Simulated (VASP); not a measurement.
Runs of VASP 6.6.1 on Cu. The structure is that of space group I4/mmm (No. 139), or close to it. The cells are those of the table. 

```tsv
cell	gap on the mesh (eV)	pressure (GPa)
a = 2.632, b = 2.632, c = 2.695 Å, angles 59.2, 59.2, 61.6°, 1 atom	none	-9.7
a = 2.600, b = 2.600, c = 2.695 Å, angles 58.8, 58.8, 62.4°, 1 atom	none	(a)
a = 2.503, b = 2.503, c = 2.567 Å, angles 59.2, 59.2, 61.7°, 1 atom	none	9.1
a = 2.570, b = 2.570, c = 2.695 Å, angles 58.4, 58.4, 63.2°, 1 atom	none	-4.9
```

Alike in all rows: task single point; level PBE; potentials or basis VASP PAW PBE potentials, release 64 (Cu); no spin polarisation; k mesh 28 × 28 × 28; cutoff (eV) 520; smearing gaussian 0.15 eV.

Problem. Estimate the missing entries.

Solution. (a) -7.8.

A gap of «none» marks levels without a gap at the run's occupations.
